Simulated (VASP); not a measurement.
# TaMnB4: relaxation of shape and atoms at fixed volume with PBE

TaMnB4:

```xyz
6
Lattice="2.9762 0.0000 0.0000 -1.4881 2.5774 0.0000 0.0000 0.0000 6.0107" Properties=species:S:1:pos:R:3 pbc="T T T"
Ta    0.0000    0.0000    3.0053
Mn    0.0000    0.0000    0.0000
B     0.0000    1.7183    4.6200
B     0.0000    1.7183    1.3907
B     1.4881    0.8591    4.6200
B     1.4881    0.8591    1.3907
```

- Program: VASP 6.6.1
- Task: relaxation of shape and atoms at fixed volume
- Functional: PBE
- Potentials or basis: VASP PAW PBE potentials, release 64 (Ta_pv, Mn_pv, B)
- Cutoff: 600 eV
- k mesh: 12 × 12 × 6
- Occupations: gaussian, width 0.1 eV
- Spin: collinear spin, ferromagnetic start
- Starting moments: [0.0, 2.35, 0.0, 0.0, 0.0, 0.0] μB
- Dipole correction: no
- Further INCAR settings: ALGO = Normal; EDIFF = 1e-07; IBRION = 2; EDIFFG = -0.01; NSW = 50; ISIF = 4

```
Energy gained by relaxing                             : 0.9 meV/atom
Ionic steps                                           : 5
Pressure after relaxing                               : 29.6 GPa
Largest force after relaxing                          : 0.007 eV/Å
Net moment                                            : 1.80 μB per cell
Site moments                                          : Ta -0.05; Mn +1.83; B +0.00 μB
Valence electrons inside the program's atomic spheres : Ta 9.25; Mn 12.14; B 2.09
```

Forces in eV/Å, atoms in the order of the input:
```
Ta   0.000  0.000  0.000
Mn   0.000  0.000  0.000
B    0.000  0.000 -0.007
B    0.000  0.000  0.007
B    0.000  0.000 -0.007
B    0.000  0.000  0.007
```

Stress tensor (GPa, compression positive):
```
29.62  0.00  0.00
 0.00 29.62  0.00
 0.00  0.00 29.51
```

Step by step:
| step | energy change (eV) | largest force (eV/Å) | pressure (GPa) | volume (Å³) |
| --- | --- | --- | --- | --- |
| 1 | 0.0000 | 0.1044 | 31.12 | 46.11 |
| 2 | -0.0033 | 0.0413 | 30.63 | 46.11 |
| 3 | -0.0048 | 0.0700 | 29.57 | 46.11 |
| 4 | -0.0049 | 0.0481 | 29.78 | 46.11 |
| 5 | -0.0055 | 0.0075 | 29.58 | 46.11 |

Final structure:
```
Ta Mn B
1.0
     2.99359    0.00000    0.00000
    -1.49679    2.59252    0.00000
     0.00000    0.00000    5.94090
Ta Mn B
1 1 4
Direct
  0.00000 0.00000 0.50000
  0.00000 0.00000 0.00000
  0.33333 0.66667 0.77046
  0.33333 0.66667 0.22954
  0.66667 0.33333 0.77046
  0.66667 0.33333 0.22954
```

Levels at points of the mesh, in eV from the Fermi level:
Spin up:
```
           k point  band 16  band 17  band 18  band 19  band 20  band 21  band 22  band 23
(0.00, 0.00, 0.00)    -1.97    -1.97    -1.90    -1.90     0.06     0.66     0.66     3.06
(0.50, 0.00, 0.00)    -4.66    -1.33    -0.97    -0.90     2.49     2.58     2.92     4.18
(0.00, 0.00, 0.50)    -2.74    -2.03    -0.58    -0.58    -0.24     0.43     0.43     2.09
(0.50, 0.00, 0.50)    -3.96    -1.37    -1.33     0.37     1.30     1.93     2.84     3.18
```
Spin down:
```csv
k point,band 14,band 15,band 16,band 17,band 18,band 19,band 20,band 21
"(0.00, 0.00, 0.00)",-2.33,-2.33,-1.86,-1.86,-1.09,-1.09,1.09,1.09
"(0.50, 0.00, 0.00)",-4.64,-4.43,-4.23,0.06,0.58,1.10,2.54,3.30
"(0.00, 0.00, 0.50)",-3.89,-1.65,-1.65,-0.58,-0.58,-0.35,-0.33,1.53
"(0.50, 0.00, 0.50)",-5.30,-3.89,-3.59,0.36,0.59,1.43,1.82,2.05
```

Run time: 14 min on 1 thread of Oxide Virtual Turin-like Processor (shared host), peak memory 0.28 GiB.

Caveat: spin-orbit coupling is left out, which moves the levels of the heavy elements; a cell with one magnetic atom can't hold antiferromagnetic order, which such compounds often take.
